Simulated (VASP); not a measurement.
A run of VASP 6.6.1:

The input INCAR:

```
SYSTEM = C
PREC = Accurate
ENCUT = 520
EDIFF = 1E-7
ISMEAR = 0
SIGMA = 0.02
LREAL = .False.
LASPH = .True.
NELM = 100
ALGO = Normal
ISIF = 2
LWAVE = .False.
LCHARG = .True.
LELF = .True.
LVHAR = .True.
NBANDS = 16
```

File KPOINTS:

```
regular mesh
0
Gamma
  9 9 6
  0 0 0
```

File POSCAR:

```
C
1.0
    2.4360557348      0.0000000000      0.0000000000
   -1.2180278674      2.1096861514      0.0000000000
    0.0000000000      0.0000000000      4.0945232323
C
4
Direct
    0.3333333333      0.6666666667      0.0001479122
    0.6666666667      0.3333333333      0.5001479122
    0.3333333333      0.6666666667      0.3738520878
    0.6666666667      0.3333333333      0.8738520878
```

Potentials or basis: VASP PAW LDA potentials, release 64 (C).

Launch:

```console
$ cat potpaw_LDA.64/C/POTCAR > POTCAR
$ mpirun -np 1 vasp_std > vasp.out
```

Hardware: 1 thread of AMD EPYC 9R14 (Zen 4) (shared host).

Estimate the wall time of this run.

Run time: 12 s on 1 thread of AMD EPYC 9R14 (Zen 4), on a shared host, peak memory 0.09 GiB. Counts: scf iterations 12, k points 48.
